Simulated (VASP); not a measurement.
Input of a VASP 6.6.1 run:

The input INCAR:

```
SYSTEM = Ta
PREC     = Accurate       ! precision mode
ENCUT    = 520            ! plane-wave cutoff, eV
EDIFF    = 1E-7           ! SCF threshold, eV
ISMEAR   = -1             ! smearing method
SIGMA    = 0.08           ! smearing width, eV
LREAL    = .FALSE.        ! projectors in reciprocal space
LASPH    = .TRUE.         ! aspherical terms in the spheres
NELM     = 100            ! most SCF steps
ALGO     = Normal         ! electronic algorithm
ISIF     = 2              ! what is computed and relaxed
LWAVE    = .FALSE.        ! write WAVECAR
LCHARG   = .FALSE.        ! write CHGCAR
NBANDS   = 18             ! bands
```

Contents of KPOINTS:

```
regular mesh
0
G
  13 13 13
  0 0 0
```

File POSCAR:

```
Ta
1.0
    0.0000000000      2.9162815485      2.9162815485
    2.9162815485      0.0000000000      2.9162815485
    2.9162815485      2.9162815485      0.0000000000
Ta
2
Direct
   -0.1250000000     -0.1250000000     -0.1250000000
    0.1250000000      0.1250000000      0.1250000000
```

Potentials or basis: VASP PAW LDA potentials, release 64 (Ta_pv).

The run is started by

```sh
$ cat potpaw_LDA.64/Ta_pv/POTCAR > POTCAR
$ mpirun -np 1 vasp_std > vasp.out
```

(1) What does it give for the pressure?

(2) What does it give for the band gap on the k mesh?

Answers

(1) 4.8 GPa.

(2) zero (band 11 reaches 3.09 eV, above the bottom of band 12 at 2.24 eV).

Caveat: spin-orbit coupling is left out, which moves the levels of the heavy elements.
